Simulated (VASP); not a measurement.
# Cu (Fd-3m) in VASP: notebook

The runs below take Cu through single point, relaxation of cell and atoms, with PBE.

Everything below comes from runs of VASP 6.6.1. Logs are shortened: lines on timing, memory, paths and dates and some standing lists are left out, and cuts for length are marked.

## 1. The cell of the first run

Symmetry: Fd-3m, No. 227, cubic system. Conventional cell: a = 5.556 Å, b = 5.556 Å, c = 5.556 Å, α = 90.00°, β = 90.00°, γ = 90.00°. Within 3.2 Å of Cu (site symmetry -43m) lie 4 Cu at 2.41 Å.

## 2. Single point, PBE (volume scaled by 1.12)

INCAR reads:

```
SYSTEM = Cu
PREC = Accurate
ENCUT = 520
EDIFF = 1E-7
ISMEAR = -1
SIGMA = 0.1
LREAL = .FALSE.
LASPH = .TRUE.
NELM = 80
ALGO = Normal
ISIF = 2
LWAVE = .FALSE.
LCHARG = .TRUE.
GGA = PE
LELF = .TRUE.
LVHAR = .TRUE.
NBANDS = 18
```

KPOINTS reads:

```
regular mesh
0
G
  12 12 12
  0 0 0
```

POSCAR reads:

```
Cu
1.0
    0.0000000000      2.7782061797      2.7782061797
    2.7782061797      0.0000000000      2.7782061797
    2.7782061797      2.7782061797      0.0000000000
Cu
2
Direct
    0.1250000000      0.1250000000      0.1250000000
    0.8750000000      0.8750000000      0.8750000000
```

Potentials or basis: VASP PAW PBE potentials, release 64 (Cu).

Command:

```bash
$ cat potpaw_PBE.64/Cu/POTCAR > POTCAR
$ mpirun -np 1 vasp_std > vasp.out
```

OUTCAR:

```text
SYSTEM = Cu
   PREC = Accurate
   ENCUT = 520
   EDIFF = 1E-7
   ISMEAR = -1
   LREAL = .FALSE.
   LASPH = .TRUE.
   NELM = 80
   ISIF = 2
   GGA = PE

 ion  position               nearest neighbor table
   1  0.125  0.125  0.125-   2 2.41   2 2.41   2 2.41   2 2.41
   2  0.875  0.875  0.875-   1 2.41   1 2.41   1 2.41   1 2.41

  LATTYP: Found a face centered cubic cell.
 ALAT       =     5.5564123594

  Lattice vectors:

 A1 = (   0.0000000000,   2.7782061797,   2.7782061797)
 A2 = (   2.7782061797,   0.0000000000,   2.7782061797)
 A3 = (   2.7782061797,   2.7782061797,   0.0000000000)

Analysis of symmetry for initial positions (statically):
=====================================================================
 Subroutine PRICEL returns:
 Original cell was already a primitive cell.

 Routine SETGRP: Setting up the symmetry group for a
 face centered cubic supercell.

 Subroutine GETGRP returns: Found 48 space group operations
 (whereof 12 operations were pure point group operations)
 out of a pool of 48 trial point group operations.

The static configuration has the point symmetry D_3d.
 The point group associated with its full space group is O_h .

Analysis of symmetry for dynamics (positions and initial velocities):
=====================================================================
 Subroutine PRICEL returns:
 Original cell was already a primitive cell.

 Routine SETGRP: Setting up the symmetry group for a
 face centered cubic supercell.

 Subroutine GETGRP returns: Found 48 space group operations
 (whereof 12 operations were pure point group operations)
 out of a pool of 48 trial point group operations.

The dynamic configuration has the point symmetry D_3d.
 The point group associated with its full space group is O_h .

 Subroutine INISYM returns: Found 48 space group operations
 (whereof 12 operations are pure point group operations),
 and found     1 'primitive' translations

----------------------------------------------------------------------------------------

                                     Primitive cell

  volume of cell :      42.8868

  direct lattice vectors                    reciprocal lattice vectors
     0.000000000  2.778206180  2.778206180    -0.179972244  0.179972244  0.179972244
     2.778206180  0.000000000  2.778206180     0.179972244 -0.179972244  0.179972244
     2.778206180  2.778206180  0.000000000     0.179972244  0.179972244 -0.179972244

  length of vectors
     3.928976858  3.928976858  3.928976858     0.311721070  0.311721070  0.311721070

  position of ions in fractional coordinates (direct lattice)
     0.125000000  0.125000000  0.125000000
     0.875000000  0.875000000  0.875000000

  ion indices of the primitive-cell ions
   primitive index   ion index
                 1           1
                 2           2

----------------------------------------------------------------------------------------

 KPOINTS: regular mesh

Automatic generation of k-mesh.
 Grid dimensions read from file:
 generate k-points for:   12   12   12

 Generating k-lattice:

  Cartesian coordinates                     Fractional coordinates (reciprocal lattice)
    -0.014997687  0.014997687  0.014997687     0.083333333  0.000000000  0.000000000
     0.014997687 -0.014997687  0.014997687     0.000000000  0.083333333  0.000000000
     0.014997687  0.014997687 -0.014997687     0.000000000  0.000000000  0.083333333

  Length of vectors
     0.025976756  0.025976756  0.025976756

  Shift w.r.t. Gamma in fractional coordinates (k-lattice)
     0.000000000  0.000000000  0.000000000

 Subroutine IBZKPT returns following result:
 ===========================================

 Found     72 irreducible k-points:

 Following reciprocal coordinates:
            Coordinates               Weight
  0.000000  0.000000  0.000000      1.000000
  0.083333  0.000000  0.000000      8.000000
  0.166667  0.000000  0.000000      8.000000
  0.250000  0.000000  0.000000      8.000000
  0.333333  0.000000  0.000000      8.000000
  0.416667  0.000000  0.000000      8.000000
[... 16 lines left out ...]
  0.500000  0.166667  0.000000     24.000000
 -0.416667  0.166667  0.000000     24.000000
 [... further k-points ...]
   k-points           NKPTS =     72   k-points in BZ     NKDIM =     72   number of bands    NBANDS=     18
   number of dos      NEDOS =    301   number of ions     NIONS =      2
   total plane-waves  NPLWV =  27000
   dimension x,y,z NGX =    30 NGY =   30 NGZ =   30
   dimension x,y,z NGXF=    60 NGYF=   60 NGZF=   60
   ions per type =               2
   NGX,Y,Z   is equivalent  to a cutoff of  12.69, 12.69, 12.69 a.u.
   NGXF,Y,Z  is equivalent  to a cutoff of  25.39, 25.39, 25.39 a.u.
 SYSTEM =  Cu
   PREC   = accura    normal or accurate (medium, high low for compatibility)
   ISTART =      0    job   : 0-new  1-cont  2-samecut
   ICHARG =      2    charge: 1-file 2-atom 10-const
   ISPIN  =      1    spin polarized calculation?
   LNONCOLLINEAR =      F non collinear calculations
   LSORBIT =      F    spin-orbit coupling
   LASPH  =      T    aspherical Exc in radial PAW
   ENCUT  =  520.0 eV  38.22 Ry    6.18 a.u.   7.31  7.31  7.31*2*pi/ulx,y,z
   NELM   =     80;   NELMIN=  2; NELMDL= -5     # of ELM steps
   EDIFF  = 0.1E-06   stopping-criterion for ELM
   LREAL  =      F    real-space projection
   EDIFFG = 0.1E-05   stopping-criterion for IOM
   NSW    =      0    number of steps for IOM
   IBRION =     -1    ionic relax: 0-MD 1-quasi-New 2-CG
   NFREE  =      0    steps in history (QN), initial steepest desc. (CG)
   ISIF   =      2    stress and relaxation
   ISYM   =      2    0-nonsym 1-usesym 2-fastsym
   POTIM  = 0.5000    time-step for ionic-motion
   TEBEG  =    0.0;   TEEND  =   0.0 temperature during run
   PSTRESS=    0.0 pullay stress
   NELECT =      22.0000    total number of electrons
   NUPDOWN=      -1.0000    fix difference up-down
   EMIN   =  10.00;   EMAX   =-10.00  energy-range for DOS
   EFERMI =   0.00;   METHOD = LEGACY
   ISMEAR =    -1;   SIGMA  =   0.10  broadening in eV -4-tet -1-fermi 0-gaus
   EFERMI_NEDOS =   21; number of points for ismear=-14 and -15
   IALGO  =     38    algorithm
   IMIX   =      4    mixing-type and parameters
     AMIX     =   0.40;   BMIX     =  1.00
     AMIX_MAG =   1.60;   BMIX_MAG =  1.00
  volume/ion in A,a.u.               =      21.44       144.71
  Fermi-wavevector in a.u.,A,eV,Ry     =   1.310513  2.476510 23.367240  1.717444
  Thomas-Fermi vector in A             =   2.441038
   LORBIT       =      0    0 simple, 1 ext, 2 COOP (PROOUT), +10 PAW based schemes
   GGA     = PE    functional components
   LHFCALC =     F    Hartree Fock is set to
   AEXX    =    0.0000 exact exchange contribution
   IVDW    =     0    specifies the selected vdW correction
   LEPSILON=     F    determine dielectric tensor
   LRPA    =     F    only Hartree local field effects (RPA)
 non-spin polarized calculation
  energy-cutoff  :      520.00
  volume of cell :       42.89
 maximum number of plane-waves:      1185
 NGX is ok and might be reduce to    30
   NGX = 15   NGY = 15   NGZ = 15

 number of electron      22.0000027 magnetization

 Free energy of the ion-electron system (eV)
  ---------------------------------------------------
  ext. energy  EPLUGINS =         0.00000000
  ---------------------------------------------------
  free energy    TOTEN  =        -5.34985251 eV

  energy without entropy =       -5.32246782  energy(sigma->0) =       -5.33616017

 E-fermi :   1.9550     XC(G=0):  -9.3271

 val. band max:        1.8634329941   @ k =  -0.4167   0.3333   0.0000
 cond. band min:       1.9698280469   @ k =  -0.3333   0.4167   0.1667
 fundamental gap:      0.1063950528
 Fermi energy:         1.9550389310

 k-point     1 :       0.0000    0.0000    0.0000
  band No.  band energies     occupation
      1      -3.7355      2.00000
      2      -0.6570      2.00000
      3      -0.6570      2.00000
      4      -0.6570      2.00000
      5      -0.6259      2.00000
      6      -0.6259      2.00000
[... 10 lines left out ...]
     17      11.9445      0.00000
     18      13.6468      0.00000

 k-point     2 :       0.0833    0.0000    0.0000
  band No.  band energies     occupation
      1      -3.6361      2.00000
      2      -0.7053      2.00000
      3      -0.7053      2.00000
      4      -0.6556      2.00000
      5      -0.5626      2.00000
      6      -0.5626      2.00000
[... 10 lines left out ...]
     17      12.4462      0.00000
     18      14.1029      0.00000

 k-point     3 :       0.1667    0.0000    0.0000
  band No.  band energies     occupation
      1      -3.3431      2.00000
      2      -0.7408      2.00000
      3      -0.7408      2.00000
      4      -0.6494      2.00000
      5      -0.4914      2.00000
      6      -0.4914      2.00000
[... 10 lines left out ...]
     17      13.0901      0.00000
     18      14.5753      0.00000

 k-point     4 :       0.2500    0.0000    0.0000
  band No.  band energies     occupation
      1      -2.8775      2.00000
      2      -0.7469      2.00000
      3      -0.7469      2.00000
      4      -0.6349      2.00000
      5      -0.4513      2.00000
      6      -0.4513      2.00000
[... 375 lines left out ...]
      4      -0.6403      2.00000
      5      -0.4126      2.00000
      6      -0.3519      2.00000
[... 10 lines left out ...]
     17      14.6784      0.00000
     18      14.7038      0.00000

 k-point    23 :       0.5000    0.1667    0.0000
  band No.  band energies     occupation
      1      -1.3675      2.00000
      2      -0.8399      2.00000
      3      -0.6662      2.00000
      4      -0.6414      2.00000
      5      -0.4111      2.00000
      6      -0.3871      2.00000
[... 10 lines left out ...]
     17      14.1906      0.00000
     18      15.5527      0.00000

 k-point    24 :      -0.4167    0.1667    0.0000
  band No.  band energies     occupation
      1      -1.3112      2.00000
      2      -0.7985      2.00000
      3      -0.7161      2.00000
      4      -0.6081      2.00000
      5      -0.4865      2.00000
      6      -0.3417      2.00000
[... 10 lines left out ...]
     17      13.8775      0.00000
     18      16.2820      0.00000

 [... further k-points ...]
[... 5 lines left out ...]
  --------------------------------------------------------------------------------------
  -------------------------------------------------------------------------------------
  Total       -1.2264633     -1.2264633     -1.2264633      0.0000000      0.0000000      0.0000000
  in kB      -45.8185918    -45.8185918    -45.8185918      0.0000000      0.0000000      0.0000000
  external PRESSURE =     -45.8185918 kB  Pullay stress =       0.0000000 kB

 VOLUME and BASIS-vectors are now :
 -----------------------------------------------------------------------------
  energy-cutoff  :      520.00
  volume of cell :       42.89
      direct lattice vectors                 reciprocal lattice vectors
     0.000000000  2.778206180  2.778206180    -0.179972244  0.179972244  0.179972244
     2.778206180  0.000000000  2.778206180     0.179972244 -0.179972244  0.179972244
     2.778206180  2.778206180  0.000000000     0.179972244  0.179972244 -0.179972244

 POSITION                                       TOTAL-FORCE (eV/Angst)
 -----------------------------------------------------------------------------------
      0.69455      0.69455      0.69455         0.000000     -0.000000      0.000000
      4.86186      4.86186      4.86186        -0.000000      0.000000      0.000000
 -----------------------------------------------------------------------------------
    total drift:                               -0.000000      0.000000      0.000000

  FREE ENERGIE OF THE ION-ELECTRON SYSTEM (eV)
  ---------------------------------------------------
  free  energy   TOTEN  =        -5.3498525117 eV

  energy  without entropy=       -5.3224678183  energy(sigma->0) =       -5.33616017
```

It took 1.8 min on 1 thread of Intel Xeon 8259CL, shared host; peak memory 0.19 GiB.

Results:

```yaml
Free_energy: -5.3499 eV
Pressure: -4.6 GPa
Band_gap_on_the_k_mesh: zero (band 11 reaches 2.45 eV, above the bottom of band 12 at 1.53 eV)
```

Levels at points of the mesh, in eV from the Fermi level:
```
           k point  band 8  band 9  band 10  band 11  band 12  band 13  band 14  band 15
(0.00, 0.00, 0.00)   -1.67   -1.67    -1.15    -1.15     8.99     8.99     8.99     9.99
(0.50, 0.00, 0.00)   -1.51   -1.21    -1.21    -1.12    -0.42     6.61     6.61    10.05
(0.50, 0.50, 0.00)   -1.82   -1.13    -1.13     0.17     0.17     3.67     3.67     7.40
```

Caveat: the cell differs from its parent crystal (volume scaled by 1.12).

## 3. Relaxation of cell and atoms, PBE

This run uses another cell than the first one, of 15.94 Å³/atom, 0.744 times its volume.

INCAR reads:

```
SYSTEM = Cu
ALGO = Normal
EDIFF = 1E-6
EDIFFG = -0.01
ENCUT = 600
GGA = PE
IBRION = 2
ISIF = 3
ISMEAR = -1
LASPH = .TRUE.
LCHARG = .FALSE.
LREAL = .FALSE.
LWAVE = .FALSE.
NELM = 80
NSW = 80
PREC = Accurate
SIGMA = 0.1
```

KPOINTS reads:

```
k-points
0
G
  11 11 11
  0 0 0
```

POSCAR reads:

```
Cu
1.0
    0.0000000000      2.5168736955      2.5168736955
    2.5168736955      0.0000000000      2.5168736955
    2.5168736955      2.5168736955      0.0000000000
Cu
2
Direct
    0.1250000000      0.1250000000      0.1250000000
    0.8750000000      0.8750000000      0.8750000000
```

Potentials or basis: VASP PAW PBE potentials, release 64 (Cu).

Command:

```bash
$ cat potpaw_PBE.64/Cu/POTCAR > POTCAR
$ mpirun -np 1 vasp_std > vasp.out
```

Wall time 2.8 min (1 thread of Intel Xeon 8259CL, shared host); peak memory 0.17 GiB.

The run converged. Its results:

```
Free energy                            : -5.4150 eV
Relaxed volume                         : 19.27 Å³/atom
Relaxed cell                           : a = 3.792 Å, b = 3.792 Å, c = 3.792 Å, α = 60.00°, β = 60.00°, γ = 60.00°
Space group after relaxing (to 0.05 Å) : Fd-3m (No. 227)
Energy gained by relaxing              : 140.4 meV/atom
Ionic steps                            : 4
Pressure after relaxing                : 0.0 GPa
Band gap on the k mesh                 : zero (band 11 reaches 3.09 eV, above the bottom of band 12 at 2.39 eV)
```

The path:
| step | energy change (eV) | largest force (eV/Å) | pressure (GPa) | volume (Å³) |
| --- | --- | --- | --- | --- |
| 1 | 0.0000 | 0.0000 | 16.19 | 31.89 |
| 2 | -0.2728 | 0.0000 | -1.91 | 39.92 |
| 3 | -0.2807 | 0.0000 | 0.09 | 38.41 |
| 4 | -0.2808 | 0.0000 | -0.04 | 38.55 |

Final structure:
```yaml
crystal:
  lattice:
    - [0.00000, 2.68120, 2.68120]
    - [2.68120, 0.00000, 2.68120]
    - [2.68120, 2.68120, 0.00000]
  atoms:
    - { symbol: Cu, position: [0.12500, 0.12500, 0.12500] }
    - { symbol: Cu, position: [0.87500, 0.87500, 0.87500] }
```

Levels at points of the mesh, in eV from the Fermi level:
```csv
k point,band 8,band 9,band 10,band 11,band 12,band 13,band 14,band 15
"(0.00, 0.00, 0.00)",-1.85,-1.85,-1.22,-1.22,9.69,9.69,9.69,10.61
```

Caveat: the volume moved by over 15 % at a fixed basis, so the end points are rough.

## 4. Single point, PBE

This run uses another cell than the first one, of 19.15 Å³/atom, 0.893 times its volume.

INCAR reads:

```
  PREC = Accurate
  ENCUT = 520
  EDIFF = 1E-6
  ISMEAR = -1
  SIGMA = 0.1
  LREAL = F
  LASPH = T
  NELM = 80
  ALGO = Normal
  ISIF = 2
  LWAVE = F
  LCHARG = F
  GGA = PE
  NBANDS = 18
```

KPOINTS reads:

```
Automatic mesh
0
Gamma
  17 17 17
```

POSCAR reads:

```
Cu
1.0
    0.0000000000      2.6752136115      2.6752136115
    2.6752136115      0.0000000000      2.6752136115
    2.6752136115      2.6752136115      0.0000000000
Cu
2
Direct
    0.1250000000      0.1250000000      0.1250000000
    0.8750000000      0.8750000000      0.8750000000
```

Command:

```bash
$ cat potpaw_PBE.64/Cu/POTCAR > POTCAR
$ mpirun -np 1 vasp_std > vasp.out
```

Wall time 2.7 min (1 thread of Intel Xeon 8259CL, shared host); peak memory 0.22 GiB.

The run converged. Its results:

```
Free energy            : -5.4145 eV
Pressure               : 0.1 GPa
Band gap on the k mesh : zero (band 11 reaches 3.21 eV, above the bottom of band 12 at 2.41 eV)
```

Levels at points of the mesh, in eV from the Fermi level:
```csv
k point,band 7,band 8,band 9,band 10,band 11,band 12,band 13,band 14,band 15,band 16
"(0.00, 0.00, 0.00)",-1.86,-1.86,-1.86,-1.22,-1.22,9.74,9.74,9.74,10.65,10.65
```

## 5. Summary

```csv
task,cell,k mesh,cutoff (eV),gap on the mesh (eV),pressure (GPa)
single point,"a = 3.929 Å, angles 60.0°, 2 atoms",12 × 12 × 12,520,none,-4.6
relaxation of cell and atoms,"relaxed from a = 3.559 Å, angles 60.0°, 2 atoms",11 × 11 × 11,600,none,0.0
single point,"a = 3.783 Å, angles 60.0°, 2 atoms",17 × 17 × 17,520,none,0.1
```

Alike in all rows: level PBE; potentials or basis VASP PAW PBE potentials, release 64 (Cu); no spin polarisation; smearing fermi-dirac 0.1 eV.

Caveats: the volume moved by over 15 % at a fixed basis, so the end points are rough (some runs).

Total energies depend on the potentials used, so only differences within one code and one set of settings carry meaning.
